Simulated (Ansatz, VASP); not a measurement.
CdTe: VASP beside Ansatz

```xyz
2
Lattice="0.0000 3.1813 3.1813 3.1813 0.0000 3.1813 3.1813 3.1813 0.0000" Properties=species:S:1:pos:R:3 pbc="T T T"
Cd    0.0000    0.0000    0.0000
Te    1.5907    1.5907    1.5907
```

Change from the starting cell: volume scaled by 1.04, ions relaxed.

Alike in both runs: functional PBE; k mesh 12 × 12 × 12; occupations fermi-dirac, width 0.02 eV; no spin polarisation.

Ansatz relaxed the structure, and its values are those at the end. VASP's run is a single point on that final structure, the one shown.

|  | VASP | Ansatz |
| --- | --- | --- |
| version | VASP 6.6.1 | Ansatz 0.2.0 |
| potentials or method | VASP PAW PBE potentials, release 64 (Cd, Te) | plane-wave PAW, scalar-relativistic |
| plane-wave cutoff (eV) | 520 | 420 |
| valence electrons in the cell | 18 | 36 |

VASP gave:

| Quantity | Value |
| --- | --- |
| gap on the k mesh at the Fermi level (eV) | 0.94 |
| pressure (GPa) | 5.7 |

Question: What did Ansatz give for the same quantities?

Answer: gap on the k mesh at the Fermi level (eV): 0.94; pressure (GPa): 5.5.

VASP's potentials hold 18 valence electrons a cell and Ansatz's 36, so a difference there can come from the potentials and not from the codes. Ansatz's warnings: stress scf threshold loose.

Spin-orbit coupling is off throughout.
